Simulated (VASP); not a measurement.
# Al (Fm-3m) in VASP: notebook

Al is run at these levels: PBE; tasks: single point, relaxation of cell and atoms.

Everything below comes from runs of VASP 6.6.1. Logs are shortened: lines on timing, memory, paths and dates and some standing lists are left out, and cuts for length are marked.

### Step 1. The cell of the first run

The structure is cubic, space group Fm-3m (No. 225). Conventional cell: a = 4.038 Å, b = 4.038 Å, c = 4.038 Å, α = 90.00°, β = 90.00°, γ = 90.00°. Al (site symmetry m-3m) has 12 Al at 2.86 Å within 3.8 Å.

### Step 2. Single point, PBE

Input file INCAR:

```
PREC = Accurate
ENCUT = 520
EDIFF = 1E-6
ISMEAR = 1
SIGMA = 0.15
LREAL = F
LASPH = T
NELM = 80
ALGO = Normal
ISIF = 2
LWAVE = F
LCHARG = T
GGA = PE
LELF = T
LVHAR = T
NBANDS = 8
```

Input file KPOINTS:

```
regular mesh
0
Gamma
  13 13 13
```

Input file POSCAR:

```
Al
1.0
    0.0000000000      2.0191480687      2.0191480687
    2.0191480687      0.0000000000      2.0191480687
    2.0191480687      2.0191480687      0.0000000000
Al
1
Direct
    0.0000000000      0.0000000000      0.0000000000
```

Potentials or basis: VASP PAW PBE potentials, release 64 (Al).

Started as:

```bash
> cat potpaw_PBE.64/Al/POTCAR > POTCAR
> mpirun -np 1 vasp_std > vasp.out
```

OUTCAR:

```text
PREC = Accurate
   ENCUT = 520
   EDIFF = 1E-6
   ISMEAR = 1
   LREAL = F
   LASPH = T
   NELM = 80
   ISIF = 2
   GGA = PE

 ion  position               nearest neighbor table
   1  0.000  0.000  0.000-

  LATTYP: Found a face centered cubic cell.
 ALAT       =     4.0382961374

  Lattice vectors:

 A1 = (   0.0000000000,   2.0191480687,   2.0191480687)
 A2 = (   2.0191480687,   0.0000000000,   2.0191480687)
 A3 = (   2.0191480687,   2.0191480687,   0.0000000000)

Analysis of symmetry for initial positions (statically):
=====================================================================
 Subroutine PRICEL returns:
 Original cell was already a primitive cell.

 Routine SETGRP: Setting up the symmetry group for a
 face centered cubic supercell.

 Subroutine GETGRP returns: Found 48 space group operations
 (whereof 48 operations were pure point group operations)
 out of a pool of 48 trial point group operations.

The static configuration has the point symmetry O_h .

Analysis of symmetry for dynamics (positions and initial velocities):
=====================================================================
 Subroutine PRICEL returns:
 Original cell was already a primitive cell.

 Routine SETGRP: Setting up the symmetry group for a
 face centered cubic supercell.

 Subroutine GETGRP returns: Found 48 space group operations
 (whereof 48 operations were pure point group operations)
 out of a pool of 48 trial point group operations.

The dynamic configuration has the point symmetry O_h .

 Subroutine INISYM returns: Found 48 space group operations
 (whereof 48 operations are pure point group operations),
 and found     1 'primitive' translations

----------------------------------------------------------------------------------------

                                     Primitive cell

  volume of cell :      16.4640

  direct lattice vectors                    reciprocal lattice vectors
     0.000000000  2.019148069  2.019148069    -0.247629190  0.247629190  0.247629190
     2.019148069  0.000000000  2.019148069     0.247629190 -0.247629190  0.247629190
     2.019148069  2.019148069  0.000000000     0.247629190  0.247629190 -0.247629190

  length of vectors
     2.855506583  2.855506583  2.855506583     0.428906338  0.428906338  0.428906338

  position of ions in fractional coordinates (direct lattice)
     0.000000000  0.000000000  0.000000000

  ion indices of the primitive-cell ions
   primitive index   ion index
                 1           1

----------------------------------------------------------------------------------------

 KPOINTS: regular mesh

Automatic generation of k-mesh.
 Grid dimensions read from file:
 generate k-points for:   13   13   13

 Generating k-lattice:

  Cartesian coordinates                     Fractional coordinates (reciprocal lattice)
    -0.019048399  0.019048399  0.019048399     0.076923077  0.000000000  0.000000000
     0.019048399 -0.019048399  0.019048399     0.000000000  0.076923077  0.000000000
     0.019048399  0.019048399 -0.019048399     0.000000000  0.000000000  0.076923077

  Length of vectors
     0.032992795  0.032992795  0.032992795

  Shift w.r.t. Gamma in fractional coordinates (k-lattice)
     0.000000000  0.000000000  0.000000000

 Subroutine IBZKPT returns following result:
 ===========================================

 Found     84 irreducible k-points:

 Following reciprocal coordinates:
            Coordinates               Weight
  0.000000  0.000000  0.000000      1.000000
  0.076923  0.000000  0.000000      8.000000
  0.153846  0.000000  0.000000      8.000000
  0.230769  0.000000  0.000000      8.000000
  0.307692  0.000000  0.000000      8.000000
  0.384615  0.000000  0.000000      8.000000
[... 16 lines left out ...]
  0.384615  0.153846  0.000000     24.000000
  0.461538  0.153846  0.000000     24.000000
 [... further k-points ...]
   k-points           NKPTS =     84   k-points in BZ     NKDIM =     84   number of bands    NBANDS=      8
   number of dos      NEDOS =    301   number of ions     NIONS =      1
   total plane-waves  NPLWV =  13824
   dimension x,y,z NGX =    24 NGY =   24 NGZ =   24
   dimension x,y,z NGXF=    48 NGYF=   48 NGZF=   48
   ions per type =               1
   NGX,Y,Z   is equivalent  to a cutoff of  13.97, 13.97, 13.97 a.u.
   NGXF,Y,Z  is equivalent  to a cutoff of  27.95, 27.95, 27.95 a.u.
 SYSTEM =  unknown system
   PREC   = accura    normal or accurate (medium, high low for compatibility)
   ISTART =      0    job   : 0-new  1-cont  2-samecut
   ICHARG =      2    charge: 1-file 2-atom 10-const
   ISPIN  =      1    spin polarized calculation?
   LNONCOLLINEAR =      F non collinear calculations
   LSORBIT =      F    spin-orbit coupling
   LASPH  =      T    aspherical Exc in radial PAW
   ENCUT  =  520.0 eV  38.22 Ry    6.18 a.u.   5.31  5.31  5.31*2*pi/ulx,y,z
   NELM   =     80;   NELMIN=  2; NELMDL= -5     # of ELM steps
   EDIFF  = 0.1E-05   stopping-criterion for ELM
   LREAL  =      F    real-space projection
   EDIFFG = 0.1E-04   stopping-criterion for IOM
   NSW    =      0    number of steps for IOM
   IBRION =     -1    ionic relax: 0-MD 1-quasi-New 2-CG
   NFREE  =      0    steps in history (QN), initial steepest desc. (CG)
   ISIF   =      2    stress and relaxation
   ISYM   =      2    0-nonsym 1-usesym 2-fastsym
   POTIM  = 0.5000    time-step for ionic-motion
   TEBEG  =    0.0;   TEEND  =   0.0 temperature during run
   PSTRESS=    0.0 pullay stress
   NELECT =       3.0000    total number of electrons
   NUPDOWN=      -1.0000    fix difference up-down
   EMIN   =  10.00;   EMAX   =-10.00  energy-range for DOS
   EFERMI =   0.00;   METHOD = LEGACY
   ISMEAR =     1;   SIGMA  =   0.15  broadening in eV -4-tet -1-fermi 0-gaus
   EFERMI_NEDOS =   21; number of points for ismear=-14 and -15
   IALGO  =     38    algorithm
   IMIX   =      4    mixing-type and parameters
     AMIX     =   0.40;   BMIX     =  1.00
     AMIX_MAG =   1.60;   BMIX_MAG =  1.00
  volume/ion in A,a.u.               =      16.46       111.10
  Fermi-wavevector in a.u.,A,eV,Ry     =   0.928119  1.753891 11.720130  0.861405
  Thomas-Fermi vector in A             =   2.054262
   LORBIT       =      0    0 simple, 1 ext, 2 COOP (PROOUT), +10 PAW based schemes
   GGA     = PE    functional components
   LHFCALC =     F    Hartree Fock is set to
   AEXX    =    0.0000 exact exchange contribution
   IVDW    =     0    specifies the selected vdW correction
   LEPSILON=     F    determine dielectric tensor
   LRPA    =     F    only Hartree local field effects (RPA)
 non-spin polarized calculation
 Methfessel and Paxton  Order N= 1 SIGMA  =   0.15
  energy-cutoff  :      520.00
  volume of cell :       16.46
 maximum number of plane-waves:       459
 NGX is ok and might be reduce to    24
   NGX = 11   NGY = 11   NGZ = 11

 number of electron       3.0000000 magnetization

 Free energy of the ion-electron system (eV)
  ---------------------------------------------------
  ext. energy  EPLUGINS =         0.00000000
  ---------------------------------------------------
  free energy    TOTEN  =        -3.74224950 eV

  energy without entropy =       -3.74230813  energy(sigma->0) =       -3.74226904

 E-fermi :   7.9402     XC(G=0): -10.2044

 val. band max:        7.9380677227   @ k =  -0.3077   0.2308   0.0000
 cond. band min:       7.9518472764   @ k =  -0.2308   0.3846   0.1538
 fundamental gap:      0.0137795537
 Fermi energy:         7.9401813745

 k-point     1 :       0.0000    0.0000    0.0000
  band No.  band energies     occupation
      1      -3.1264      2.00000
      2      20.6545      0.00000
      3      20.6545      0.00000
      4      20.6545      0.00000
      5      22.1628      0.00000
      6      22.1628      0.00000
      7      22.1628      0.00000
      8      24.5052      0.00000

 k-point     2 :       0.0769    0.0000    0.0000
  band No.  band energies     occupation
      1      -2.9653      2.00000
      2      18.2968      0.00000
      3      20.1483      0.00000
      4      20.1483      0.00000
      5      22.8133      0.00000
      6      22.9170      0.00000
      7      22.9170      0.00000
      8      26.1003      0.00000

 k-point     3 :       0.1538    0.0000    0.0000
  band No.  band energies     occupation
      1      -2.4833      2.00000
      2      15.1853      0.00000
      3      19.4819      0.00000
      4      19.4819      0.00000
      5      22.6748      0.00000
      6      24.0611      0.00000
      7      24.0611      0.00000
      8      25.3293      0.00000

 k-point     4 :       0.2308    0.0000    0.0000
  band No.  band energies     occupation
      1      -1.6834      2.00000
      2      12.1859      0.00000
      3      19.0227      0.00000
      4      19.0227      0.00000
      5      22.4396      0.00000
      6      23.1499      0.00000
      7      23.1499      0.00000
      8      26.4588      0.00000

 k-point     5 :       0.3077    0.0000    0.0000
  band No.  band energies     occupation
      1      -0.5711      2.00000
      2       9.3960     -0.00000
      3      18.8178      0.00000
      4      18.8178      0.00000
      5      21.8082      0.00000
      6      21.8082      0.00000
      7      22.3527      0.00000
      8      25.8019      0.00000

 k-point     6 :       0.3846    0.0000    0.0000
  band No.  band energies     occupation
      1       0.8465      2.00000
      2       6.8516      2.00000
      3      18.8783      0.00000
      4      18.8783      0.00000
      5      20.6795      0.00000
      6      20.6795      0.00000
      7      22.5030      0.00000
      8      24.6064      0.00000

 k-point     7 :       0.4615    0.0000    0.0000
  band No.  band energies     occupation
      1       2.5584      2.00000
      2       4.5743      2.00000
      3      19.2080      0.00000
      4      19.2080      0.00000
      5      19.8100      0.00000
      6      19.8100      0.00000
      7      22.9210      0.00000
      8      23.6445      0.00000

 k-point     8 :       0.0769    0.0769    0.0000
  band No.  band energies     occupation
      1      -2.9117      2.00000
      2      19.0991      0.00000
      3      19.0991      0.00000
      4      19.3847      0.00000
      5      21.6673      0.00000
      6      24.0317      0.00000
      7      24.0317      0.00000
      8      25.1198      0.00000

 k-point     9 :       0.1538    0.0769    0.0000
  band No.  band energies     occupation
      1      -2.5367      2.00000
      2      16.2898      0.00000
      3      18.2667      0.00000
      4      19.4844      0.00000
      5      21.9880      0.00000
      6      23.2909      0.00000
      7      24.4094      0.00000
      8      25.3291      0.00000

 k-point    10 :       0.2308    0.0769    0.0000
  band No.  band energies     occupation
      1      -1.8430      2.00000
      2      13.2737      0.00000
      3      17.6926      0.00000
      4      19.1598      0.00000
      5      21.3839      0.00000
      6      23.5735      0.00000
      7      24.2943      0.00000
      8      25.2061      0.00000
[... 78 lines left out ...]
 k-point    18 :      -0.1538    0.0769    0.0000
  band No.  band energies     occupation
      1      -2.1094      2.00000
      2      14.2355      0.00000
      3      16.9348      0.00000
      4      20.9256      0.00000
      5      22.6463      0.00000
      6      23.4691      0.00000
      7      23.9888      0.00000
      8      24.4335      0.00000

 k-point    19 :      -0.0769    0.0769    0.0000
  band No.  band energies     occupation
      1      -2.6973      2.00000
      2      16.9980      0.00000
      3      17.8954      0.00000
      4      21.0722      0.00000
      5      22.4138      0.00000
      6      23.3595      0.00000
      7      24.2554      0.00000
      8      24.8500      0.00000

 k-point    20 :       0.1538    0.1538    0.0000
  band No.  band energies     occupation
      1      -2.2695      2.00000
      2      17.3168      0.00000
      3      17.3168      0.00000
      4      17.4906      0.00000
      5      20.5559      0.00000
      6      21.1731      0.00000
      7      26.6948      0.00000
      8      26.6948      0.00000

 k-point    21 :       0.2308    0.1538    0.0000
  band No.  band energies     occupation
      1      -1.6834      2.00000
      2      14.5627      0.00000
      3      16.6389      0.00000
      4      17.9081      0.00000
      5      19.2747      0.00000
      6      20.8504      0.00000
      7      27.2318      0.00000
      8      27.2990      0.00000

 k-point    22 :       0.3077    0.1538    0.0000
  band No.  band energies     occupation
      1      -0.7824      2.00000
      2      11.7077      0.00000
      3      16.2345      0.00000
      4      17.5366      0.00000
      5      17.9145      0.00000
      6      22.4134      0.00000
      7      26.2209      0.00000
      8      27.2469      0.00000

 k-point    23 :       0.3846    0.1538    0.0000
  band No.  band energies     occupation
      1       0.4274      2.00000
      2       9.0316     -0.00000
      3      16.1038      0.00000
      4      16.2122      0.00000
      5      17.8176      0.00000
      6      24.4238      0.00000
      7      25.0425      0.00000
      8      27.3358      0.00000

 k-point    24 :       0.4615    0.1538    0.0000
  band No.  band energies     occupation
      1       1.9377      2.00000
      2       6.5930      2.00000
      3      15.1134      0.00000
      4      16.2473      0.00000
      5      18.0101      0.00000
      6      24.0427      0.00000
      7      26.0635      0.00000
      8      27.9212      0.00000

 [... further k-points ...]
[... 5 lines left out ...]
  --------------------------------------------------------------------------------------
  -------------------------------------------------------------------------------------
  Total        0.0003579      0.0003579      0.0003579      0.0000000      0.0000000     -0.0000000
  in kB        0.0348251      0.0348251      0.0348251      0.0000000      0.0000000     -0.0000000
  external PRESSURE =       0.0348251 kB  Pullay stress =       0.0000000 kB

 VOLUME and BASIS-vectors are now :
 -----------------------------------------------------------------------------
  energy-cutoff  :      520.00
  volume of cell :       16.46
      direct lattice vectors                 reciprocal lattice vectors
     0.000000000  2.019148069  2.019148069    -0.247629190  0.247629190  0.247629190
     2.019148069  0.000000000  2.019148069     0.247629190 -0.247629190  0.247629190
     2.019148069  2.019148069  0.000000000     0.247629190  0.247629190 -0.247629190

 POSITION                                       TOTAL-FORCE (eV/Angst)
 -----------------------------------------------------------------------------------
      0.00000      0.00000      0.00000         0.000000     -0.000000     -0.000000
 -----------------------------------------------------------------------------------
    total drift:                               -0.000000      0.000000      0.000000

  FREE ENERGIE OF THE ION-ELECTRON SYSTEM (eV)
  ---------------------------------------------------
  free  energy   TOTEN  =        -3.7422495031 eV

  energy  without entropy=       -3.7423081285  energy(sigma->0) =       -3.74226904
```

Run time: 6.4 s. Hardware: 1 thread of Intel Xeon Platinum 8259CL at 2.50GHz (Skylake/Cascade Lake), shared host; peak memory 0.13 GiB.

What came out:

```yaml
Free_energy: -3.7422 eV
Pressure: 0.0 GPa
```

Levels at points of the mesh, in eV from the Fermi level:
| k point | band 1 | band 2 | band 3 | band 4 |
| --- | --- | --- | --- | --- |
| (0.00, 0.00, 0.00) | -11.07 | 12.71 | 12.71 | 12.71 |

### Step 3. Single point, PBE

Input file INCAR:

```
SYSTEM = Al
  PREC = Accurate
  ENCUT = 520
  EDIFF = 1E-6
  ISMEAR = 1
  SIGMA = 0.15
  LREAL = .FALSE.
  LASPH = .TRUE.
  NELM = 60
  ALGO = Normal
  ISIF = 2
  LWAVE = .FALSE.
  LCHARG = .FALSE.
  GGA = PE
  NBANDS = 8
```

Input file KPOINTS:

```
Automatic mesh
0
G
  13 13 13
  0 0 0
```

Input file POSCAR:

```
Al
1.0
    0.0000000000      2.0191480683      2.0191480683
    2.0191480683      0.0000000000      2.0191480683
    2.0191480683      2.0191480683      0.0000000000
Al
1
Direct
    0.0000000000      0.0000000000      0.0000000000
```

Potentials or basis: VASP PAW PBE potentials, release 64 (Al).

Started as:

```bash
> cat potpaw_PBE.64/Al/POTCAR > POTCAR
> mpirun -np 1 vasp_std > vasp.out
```

Run time: 6 s. Hardware: 1 thread of Intel Xeon Platinum 8259CL at 2.50GHz (Skylake/Cascade Lake), shared host; peak memory 0.13 GiB.

The run converged. Its results:

```yaml
Free_energy: -3.7422 eV
Pressure: 0.0 GPa
```

Levels at points of the mesh, in eV from the Fermi level:
```tsv
k point	band 1	band 2	band 3	band 4
(0.00, 0.00, 0.00)	-11.07	12.71	12.71	12.71
```

[end of part 1 of 2]
